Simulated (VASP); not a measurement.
# Ta2N (P-31m) in VASP: further runs

Runs on Ta2N. Level: LDA. Tasks: single point, relaxation of cell and atoms.

All numbers are computed with VASP 6.6.1; they aren't measurements. Logs are shortened: lines on timing, memory, paths and dates and some standing lists are left out, and cuts for length are marked.

## 1. The cell of the first run

It takes space group P-31m (No. 162, trigonal). The conventional cell has a = 5.229 Å, b = 5.229 Å, c = 4.886 Å, α = 90.00°, β = 90.00°, γ = 120.00°. Within 2.8 Å of Ta (site symmetry m) lie 3 N at 2.12 to 2.14 Å. N (site symmetry 32) has 6 Ta at 2.14 Å within 2.8 Å. N (site symmetry -3m) has 6 Ta at 2.12 Å within 2.8 Å.

## 2. Single point, LDA

INCAR

```
SYSTEM = Ta2N
  ALGO = Fast
  EDIFF = 1E-6
  ENCUT = 520
  ISIF = 2
  ISMEAR = -1
  LASPH = .TRUE.
  LCHARG = .TRUE.
  LELF = .TRUE.
  LREAL = .FALSE.
  LVHAR = .TRUE.
  LWAVE = .FALSE.
  NBANDS = 50
  NELM = 80
  PREC = Accurate
  SIGMA = 0.15
```

KPOINTS

```
k-points
0
G
  9 9 8
  0 0 0
```

POSCAR

```
Ta2N
1.0
    5.2288001658      0.0000000028      0.0000000000
   -2.6144000853      4.5282737735      0.0000000000
    0.0000000000      0.0000000000      4.8860351099
Ta N
6 3
Direct
    0.6670277640      0.6670277640      0.7525646613
    0.0000000000      0.3329722360      0.7525646613
    0.3329722360      0.0000000000      0.7525646613
    0.3329722360      0.3329722360      0.2474353387
    0.0000000000      0.6670277640      0.2474353387
    0.6670277640      0.0000000000      0.2474353387
    0.6666666667      0.3333333333      0.5000000000
    0.3333333333      0.6666666667      0.5000000000
    0.0000000000      0.0000000000      0.0000000000
```

Potentials or basis: VASP PAW LDA potentials, release 64 (Ta_pv, N).

The run is started by

```bash
> cat potpaw_LDA.64/Ta_pv/POTCAR potpaw_LDA.64/N/POTCAR > POTCAR
> mpirun -np 1 vasp_std > vasp.out
```

OUTCAR:

```text
SYSTEM = Ta2N
   EDIFF = 1E-6
   ENCUT = 520
   ISIF = 2
   ISMEAR = -1
   LASPH = .TRUE.
   LREAL = .FALSE.
   NELM = 80
   PREC = Accurate

 ion  position               nearest neighbor table
   1  0.667  0.667  0.753-   9 2.12   7 2.14   8 2.14   6 2.98   5 2.98   4 2.98   2 3.02   3 3.02
                             6 3.02   5 3.02   2 3.02   3 3.02   3 3.02   2 3.02   4 3.02
   2  0.000  0.333  0.753-   9 2.12   7 2.14   8 2.14   4 2.98   6 2.98   5 2.98   3 3.02   1 3.02
                             4 3.02   6 3.02   1 3.02   3 3.02   3 3.02   1 3.02   5 3.02
   3  0.333  0.000  0.753-   9 2.12   8 2.14   7 2.14   4 2.98   5 2.98   6 2.98   2 3.02   1 3.02
                             4 3.02   5 3.02   1 3.02   2 3.02   1 3.02   2 3.02   6 3.02
   4  0.333  0.333  0.247-   9 2.12   8 2.14   7 2.14   3 2.98   2 2.98   1 2.98   5 3.02   6 3.02
                             3 3.02   2 3.02   5 3.02   6 3.02   6 3.02   5 3.02   1 3.02
   5  0.000  0.667  0.247-   9 2.12   8 2.14   7 2.14   1 2.98   3 2.98   2 2.98   6 3.02   4 3.02
                             1 3.02   3 3.02   4 3.02   6 3.02   6 3.02   4 3.02   2 3.02
   6  0.667  0.000  0.247-   9 2.12   7 2.14   8 2.14   1 2.98   2 2.98   3 2.98   5 3.02   4 3.02
                             1 3.02   2 3.02   4 3.02   5 3.02   4 3.02   5 3.02   3 3.02
   7  0.667  0.333  0.500-   6 2.14   2 2.14   5 2.14   3 2.14   1 2.14   4 2.14
   8  0.333  0.667  0.500-   3 2.14   5 2.14   2 2.14   6 2.14   4 2.14   1 2.14
   9  0.000  0.000  0.000-   2 2.12   5 2.12   3 2.12   6 2.12   1 2.12   4 2.12

  LATTYP: Found a hexagonal cell.
 ALAT       =     5.2288001658
 C/A-ratio  =     0.9344467096

  Lattice vectors:

 A1 = (   5.2288001658,   0.0000000028,   0.0000000000)
 A2 = (  -2.6144000853,   4.5282737735,   0.0000000000)
 A3 = (   0.0000000000,   0.0000000000,   4.8860351099)

Analysis of symmetry for initial positions (statically):
=====================================================================
 Subroutine PRICEL returns:
 Original cell was already a primitive cell.

 Routine SETGRP: Setting up the symmetry group for a
 hexagonal supercell.

 Subroutine GETGRP returns: Found 12 space group operations
 (whereof 12 operations were pure point group operations)
 out of a pool of 24 trial point group operations.

The static configuration has the point symmetry D_3d.

Analysis of symmetry for dynamics (positions and initial velocities):
=====================================================================
 Subroutine PRICEL returns:
 Original cell was already a primitive cell.

 Routine SETGRP: Setting up the symmetry group for a
 hexagonal supercell.

 Subroutine GETGRP returns: Found 12 space group operations
 (whereof 12 operations were pure point group operations)
 out of a pool of 24 trial point group operations.

The dynamic configuration has the point symmetry D_3d.

 Subroutine INISYM returns: Found 12 space group operations
 (whereof 12 operations are pure point group operations),
 and found     1 'primitive' translations

----------------------------------------------------------------------------------------

                                     Primitive cell

  volume of cell :     115.6888

  direct lattice vectors                    reciprocal lattice vectors
     5.228800166  0.000000003  0.000000000     0.191248464  0.110417352  0.000000000
    -2.614400085  4.528273773  0.000000000    -0.000000000  0.220834704  0.000000000
     0.000000000  0.000000000  4.886035110     0.000000000  0.000000000  0.204664923

  length of vectors
     5.228800166  5.228800166  4.886035110     0.220834704  0.220834704  0.204664923

  position of ions in fractional coordinates (direct lattice)
     0.667027764  0.667027764  0.752564661
     1.000000000  0.332972236  0.752564661
     0.332972236  0.000000000  0.752564661
     0.332972236  0.332972236  0.247435339
     1.000000000  0.667027764  0.247435339
     0.667027764  0.000000000  0.247435339
     0.666666667  0.333333333  0.500000000
     0.333333333  0.666666667  0.500000000
     0.000000000  0.000000000  0.000000000

  ion indices of the primitive-cell ions
   primitive index   ion index
                 1           1
                 2           2
                 3           3
                 4           4
                 5           5
                 6           6
                 7           7
                 8           8
                 9           9

----------------------------------------------------------------------------------------

 KPOINTS: k-points

Automatic generation of k-mesh.
 Grid dimensions read from file:
 generate k-points for:    9    9    8

 Generating k-lattice:

  Cartesian coordinates                     Fractional coordinates (reciprocal lattice)
     0.021249829  0.012268595  0.000000000     0.111111111  0.000000000  0.000000000
    -0.000000000  0.024537189  0.000000000     0.000000000  0.111111111  0.000000000
     0.000000000  0.000000000  0.025583115     0.000000000  0.000000000  0.125000000

  Length of vectors
     0.024537189  0.024537189  0.025583115

  Shift w.r.t. Gamma in fractional coordinates (k-lattice)
     0.000000000  0.000000000  0.000000000

 Subroutine IBZKPT returns following result:
 ===========================================

 Found     81 irreducible k-points:

 Following reciprocal coordinates:
            Coordinates               Weight
  0.000000  0.000000  0.000000      1.000000
  0.111111 -0.000000  0.000000      6.000000
  0.222222 -0.000000  0.000000      6.000000
  0.333333  0.000000  0.000000      6.000000
  0.444444 -0.000000  0.000000      6.000000
  0.111111  0.111111  0.000000      6.000000
[... 16 lines left out ...]
 -0.111111  0.444444  0.125000     12.000000
  0.444444  0.111111  0.125000      6.000000
 [... further k-points ...]
   k-points           NKPTS =     81   k-points in BZ     NKDIM =     81   number of bands    NBANDS=     50
   number of dos      NEDOS =    301   number of ions     NIONS =      9
   total plane-waves  NPLWV =  57600
   dimension x,y,z NGX =    40 NGY =   40 NGZ =   36
   dimension x,y,z NGXF=    80 NGYF=   80 NGZF=   72
   ions per type =               6   3
   NGX,Y,Z   is equivalent  to a cutoff of  12.72, 12.72, 12.25 a.u.
   NGXF,Y,Z  is equivalent  to a cutoff of  25.44, 25.44, 24.50 a.u.
 SYSTEM =  Ta2N
   PREC   = accura    normal or accurate (medium, high low for compatibility)
   ISTART =      0    job   : 0-new  1-cont  2-samecut
   ICHARG =      2    charge: 1-file 2-atom 10-const
   ISPIN  =      1    spin polarized calculation?
   LNONCOLLINEAR =      F non collinear calculations
   LSORBIT =      F    spin-orbit coupling
   LASPH  =      T    aspherical Exc in radial PAW
   ENCUT  =  520.0 eV  38.22 Ry    6.18 a.u.   9.72  9.72  9.08*2*pi/ulx,y,z
   NELM   =     80;   NELMIN=  2; NELMDL= -5     # of ELM steps
   EDIFF  = 0.1E-05   stopping-criterion for ELM
   LREAL  =      F    real-space projection
   EDIFFG = 0.1E-04   stopping-criterion for IOM
   NSW    =      0    number of steps for IOM
   IBRION =     -1    ionic relax: 0-MD 1-quasi-New 2-CG
   NFREE  =      0    steps in history (QN), initial steepest desc. (CG)
   ISIF   =      2    stress and relaxation
   ISYM   =      2    0-nonsym 1-usesym 2-fastsym
   POTIM  = 0.5000    time-step for ionic-motion
   TEBEG  =    0.0;   TEEND  =   0.0 temperature during run
   PSTRESS=    0.0 pullay stress
   NELECT =      81.0000    total number of electrons
   NUPDOWN=      -1.0000    fix difference up-down
   EMIN   =  10.00;   EMAX   =-10.00  energy-range for DOS
   EFERMI =   0.00;   METHOD = LEGACY
   ISMEAR =    -1;   SIGMA  =   0.15  broadening in eV -4-tet -1-fermi 0-gaus
   EFERMI_NEDOS =   21; number of points for ismear=-14 and -15
   IALGO  =     68    algorithm
   IMIX   =      4    mixing-type and parameters
     AMIX     =   0.40;   BMIX     =  1.00
     AMIX_MAG =   1.60;   BMIX_MAG =  1.00
  volume/ion in A,a.u.               =      12.85        86.75
  Fermi-wavevector in a.u.,A,eV,Ry     =   1.453693  2.747082 28.752154  2.113224
  Thomas-Fermi vector in A             =   2.570930
   LORBIT       =      0    0 simple, 1 ext, 2 COOP (PROOUT), +10 PAW based schemes
   GGA     = CA    functional components
   LHFCALC =     F    Hartree Fock is set to
   AEXX    =    0.0000 exact exchange contribution
   IVDW    =     0    specifies the selected vdW correction
   LEPSILON=     F    determine dielectric tensor
   LRPA    =     F    only Hartree local field effects (RPA)
 non-spin polarized calculation
 RMM-DIIS sequential band-by-band and
  energy-cutoff  :      520.00
  volume of cell :      115.69
 maximum number of plane-waves:      3175
   NGX = 19   NGY = 19   NGZ = 19

 number of electron      81.0000008 magnetization

 Free energy of the ion-electron system (eV)
  ---------------------------------------------------
  ext. energy  EPLUGINS =         0.00000000
  ---------------------------------------------------
  free energy    TOTEN  =      -114.19929547 eV

  energy without entropy =     -113.95691956  energy(sigma->0) =     -114.07810751

 E-fermi :   7.6918     XC(G=0): -13.3444

 val. band max:        7.6889386424   @ k =   0.2222   0.2222   0.3750
 cond. band min:       7.6963629733   @ k =   0.1111  -0.0000   0.0000
 fundamental gap:      0.0074243308
 Fermi energy:         7.6918444603

 k-point     1 :       0.0000    0.0000    0.0000
  band No.  band energies     occupation
      1     -27.8774      2.00000
      2     -27.4404      2.00000
      3     -27.2466      2.00000
      4     -27.2466      2.00000
      5     -27.2318      2.00000
      6     -27.2318      2.00000
[... 42 lines left out ...]
     49      10.9668      0.00000
     50      11.4366      0.00000

 k-point     2 :       0.1111   -0.0000    0.0000
  band No.  band energies     occupation
      1     -27.8639      2.00000
      2     -27.4574      2.00000
      3     -27.2938      2.00000
      4     -27.2881      2.00000
      5     -27.2436      2.00000
      6     -27.1974      2.00000
[... 1158 lines left out ...]
 k-point    24 :       0.4444    0.1111    0.1250
  band No.  band energies     occupation
      1     -27.7200      2.00000
      2     -27.4894      2.00000
      3     -27.4038      2.00000
      4     -27.3496      2.00000
      5     -27.2848      2.00000
      6     -27.1857      2.00000
[... 42 lines left out ...]
     49      10.8283      0.00000
     50      11.1426      0.00000

 [... further k-points ...]
[... 5 lines left out ...]
  --------------------------------------------------------------------------------------
  -------------------------------------------------------------------------------------
  Total        1.1430937      1.1430937      1.1618408      0.0000000      0.0000000      0.0000000
  in kB       15.8307366     15.8307366     16.0903657      0.0000000      0.0000000      0.0000000
  external PRESSURE =      15.9172796 kB  Pullay stress =       0.0000000 kB

 VOLUME and BASIS-vectors are now :
 -----------------------------------------------------------------------------
  energy-cutoff  :      520.00
  volume of cell :      115.69
      direct lattice vectors                 reciprocal lattice vectors
     5.228800166  0.000000003  0.000000000     0.191248464  0.110417352  0.000000000
    -2.614400085  4.528273773  0.000000000    -0.000000000  0.220834704  0.000000000
     0.000000000  0.000000000  4.886035110     0.000000000  0.000000000  0.204664923

 POSITION                                       TOTAL-FORCE (eV/Angst)
 -----------------------------------------------------------------------------------
      1.74388      3.02048      3.67706        -0.003700     -0.006408      0.014356
     -0.87052      1.50779      3.67706        -0.003700      0.006408      0.014356
      1.74105      0.00000      3.67706         0.007399      0.000000      0.014356
      0.87052      1.50779      1.20898         0.003700      0.006408     -0.014356
     -1.74388      3.02048      1.20898         0.003700     -0.006408     -0.014356
      3.48775      0.00000      1.20898        -0.007399     -0.000000     -0.014356
      2.61440      1.50942      2.44302        -0.000000      0.000000     -0.000000
     -0.00000      3.01885      2.44302        -0.000000      0.000000      0.000000
      0.00000      0.00000      0.00000        -0.000000      0.000000      0.000000
 -----------------------------------------------------------------------------------
    total drift:                                0.000000      0.000000      0.000000

  FREE ENERGIE OF THE ION-ELECTRON SYSTEM (eV)
  ---------------------------------------------------
  free  energy   TOTEN  =      -114.1992954678 eV

  energy  without entropy=     -113.9569195561  energy(sigma->0) =     -114.07810751
```

Wall time 8.8 min (1 thread of Oxide Virtual Turin-like, shared host); peak memory 0.4 GiB.

Results:

| Property | Result |
| --- | --- |
| Free energy | -114.1993 eV |
| Pressure | 1.6 GPa |
| Largest force | 0.016 eV/Å |
| Band gap on the k mesh | zero (an odd number of electrons rules out a gap without spin polarisation) |

Forces on the atoms (eV/Å):
```
Ta  -0.004 -0.006  0.014
Ta  -0.004  0.006  0.014
Ta   0.007  0.000  0.014
Ta   0.004  0.006 -0.014
Ta   0.004 -0.006 -0.014
Ta  -0.007  0.000 -0.014
N    0.000  0.000  0.000
N    0.000  0.000  0.000
N    0.000  0.000  0.000
```

Caveat: spin-orbit coupling is left out, which moves the levels of the heavy elements.

[end of part 1 of 2]
